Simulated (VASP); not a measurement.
A run of VASP 6.6.1:

INCAR

```
PREC = Accurate
ENCUT = 520
EDIFF = 1E-7
ISMEAR = 0
SIGMA = 0.02
LREAL = Auto
LASPH = T
NELM = 100
ALGO = Normal
ISIF = 2
LWAVE = F
LCHARG = F
GGA = PE
NBANDS = 89
```

The input KPOINTS:

```
Automatic mesh
0
Gamma
  2 2 2
  0.5 0.5 0.5
```

File POSCAR:

```
Si32O
1.0
   -5.7769209609      3.3353068718      6.3650226989
    5.7769209609     -3.3353068718      6.3650226989
    3.8512806405      6.6706137437     -6.3650226989
Si O
32 1
Direct
    0.2328240564      0.0738516905      0.2418797486
    0.7421985430      0.5832108848      0.2606400907
    0.1156951214      0.4421777754      0.4985623463
    0.5987749489      0.9553256382      0.4923522917
    0.4872500320      0.3269200606      0.7512531136
    1.0328897466      0.8090871885      0.7512713196
    0.8578111732      0.2141446822      0.0101847794
    0.3683052473      0.6949116497      1.0039295987
    0.3227976142      0.4876154024      0.2500421949
    0.8239498412      0.9887842240      0.2524346806
    0.2049921263      0.8623546384      0.4944396169
    0.6982833687      0.3626131053      0.5014562066
    0.5723165507      0.7414545004      0.7512406142
    0.0747100297      0.2277823812      0.7512465057
    0.9480803387      0.6124173162      1.0011445829
    0.4618697070      0.1192042909      0.0081170467
    0.4271787852      0.2588198741      0.2490561484
    0.9293654883      0.7610281425      0.2535233426
    0.3024346069      0.6313515305      0.4995922420
    0.8024011392      0.1332368764      0.5026411309
    0.6777501893      0.5121711409      0.7512844027
    0.2029361692      0.0070441266      0.7513131650
    0.0510566551      0.3818469148     -0.0001244223
    0.5540374760      0.8829790416      1.0028543581
    0.5101429142      0.6797205900      0.2565728812
    0.0048561351      0.1743798804      0.2459705772
    0.3760539755      0.0599060133      0.4935396735
    0.8867073992      0.5429098651      0.4971198828
    0.7296162646      0.9530393840      0.7512270771
    0.2556869759      0.4237838232      0.7512736852
    0.1407156486      0.7970981320      1.0054188813
    0.6338310719      0.3175685494      0.0089343256
   -0.0956962535     -0.0727664311     -0.2494647524
```

Potentials or basis: VASP PAW PBE potentials, release 64 (Si, O).

The run is started by

```sh
$ cat potpaw_PBE.64/Si/POTCAR potpaw_PBE.64/O/POTCAR > POTCAR
$ mpirun -np 1 vasp_std > vasp.out
```

Hardware: 1 thread of Oxide Virtual Turin-like Processor, on a shared host.

Question: How long does it take, and how much memory?

Answer: Run time: 20 min on 1 thread of Oxide Virtual Turin-like Processor, with other jobs on the host, peak memory 0.73 GiB. Counts: scf iterations 20, k points 4.
